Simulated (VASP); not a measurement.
A run of VASP 6.6.1 is set up as follows.

Contents of INCAR:

```
SYSTEM = Al8N
ALGO = Normal
DIPOL = 0.5 0.5 0.404
EDIFF = 1E-7
ENCUT = 520
GGA = PE
IDIPOL = 3
ISIF = 2
ISMEAR = 0
LASPH = .True.
LCHARG = .True.
LDIPOL = .True.
LELF = .True.
LREAL = .False.
LVACPOTAV = .True.
LVHAR = .True.
LWAVE = .False.
NBANDS = 24
NELM = 80
PREC = Accurate
SIGMA = 0.1
```

File KPOINTS:

```
k-points
0
Gamma
  9 9 1
  0 0 0
```

POSCAR

```
Al8N
1.0
    2.8543223330      0.0000000000      0.0000000000
   -1.4271611665      2.4719156510      0.0000000000
    0.0000000000      0.0000000000     33.4760593533
Al N
8 1
Direct
    0.3333333333      0.6666666667      0.1194883770
    0.0000000000      0.0000000000      0.1895622803
    0.6666666667      0.3333333333      0.2596361837
    0.0000000000      0.0000000000      0.3297100869
    0.3333333333      0.6666666667      0.3992195594
    0.0000000000      0.0000000000      0.4696536480
    0.6666666667      0.3333333333      0.5400996810
    0.0000000000      0.0000000000      0.6116627748
    0.2222222222     -0.2222222222      0.7212933607
```

Potentials or basis: VASP PAW PBE potentials, release 64 (Al, N).

The run is started by

```sh
$ cat potpaw_PBE.64/Al/POTCAR potpaw_PBE.64/N/POTCAR > POTCAR
$ mpirun -np 1 vasp_std > vasp.out
```

Question: Predict the largest force.

Answer: 0.376 eV/Å.

Forces in eV/Å, atoms in the order of the input:
```
Al   0.000  0.000 -0.084
Al   0.000  0.000  0.034
Al   0.000  0.000  0.003
Al   0.000  0.000 -0.126
Al   0.002 -0.001  0.199
Al  -0.003  0.002 -0.049
Al  -0.002  0.001 -0.031
Al   0.012 -0.007  0.375
N   -0.010  0.006 -0.321
```
